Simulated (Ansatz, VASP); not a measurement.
Zn: VASP beside Ansatz

The input INCAR:

```
SYSTEM = Zn
PREC = Accurate
ENCUT = 520
EDIFF = 1E-6
ISMEAR = 0
SIGMA = 0.15
LREAL = .False.
LASPH = .True.
NELM = 80
ALGO = Fast
ISIF = 2
LWAVE = .False.
LCHARG = .True.
GGA = PS
LELF = .True.
LVHAR = .True.
NBANDS = 12
```

The input KPOINTS:

```
regular mesh
0
Gamma
  22 22 22
  0 0 0
```

File POSCAR:

```
Zn
1.0
   -1.5415788525      1.5415788525      1.5690370000
    1.5415788525     -1.5415788525      1.5690370000
    1.5964951475      1.5964951475     -1.5690370000
Zn
1
Direct
    0.0000000000      0.0000000000      0.0000000000
```

Input for Ansatz:

```yaml
crystal:
  lattice:
    - [-1.5415788525, 1.5415788525, 1.569037]
    - [1.5415788525, -1.5415788525, 1.569037]
    - [1.5964951475, 1.5964951475, -1.569037]
  atoms:
    - { symbol: Zn, position: [0.0, 0.0, 0.0] }
basis:
  ecutwfc: 420
kpoints:
  mp_grid: { grid: [22, 22, 22] }
hamiltonian:
  xc: pbesol
scf:
  occupations: { method: gaussian, width: 0.15 }
output:
  forces: true
  stress: true
  eigenvalues: true
```

Change from the starting cell: strain +0.0350 x Voigt [0, 0, 0, 0, 0, 1], atoms carried along.

Alike in both runs: task single point; functional PBEsol; k mesh 22 × 22 × 22; occupations gaussian, width 0.15 eV; no spin polarisation.

```csv
,VASP,Ansatz
version,VASP 6.6.1,Ansatz 0.2.0
potentials or method,"VASP PAW PBE potentials, release 64 (Zn), cutoff 520 eV","scalar-relativistic, plane waves, PAW"
valence electrons in the cell,12,12
```

```csv
,VASP,Ansatz,Ansatz less VASP
gap on the k mesh at the Fermi level (eV),none,none,-
pressure (GPa),-4.7,-5.1,-0.34
"traceless stress, the component that is largest in VASP (GPa)",-0.12,-0.12,0.000
```

VASP's potentials were made for PBE, not for PBEsol. A gap of «none» marks a metal or a gap that the smearing closes.
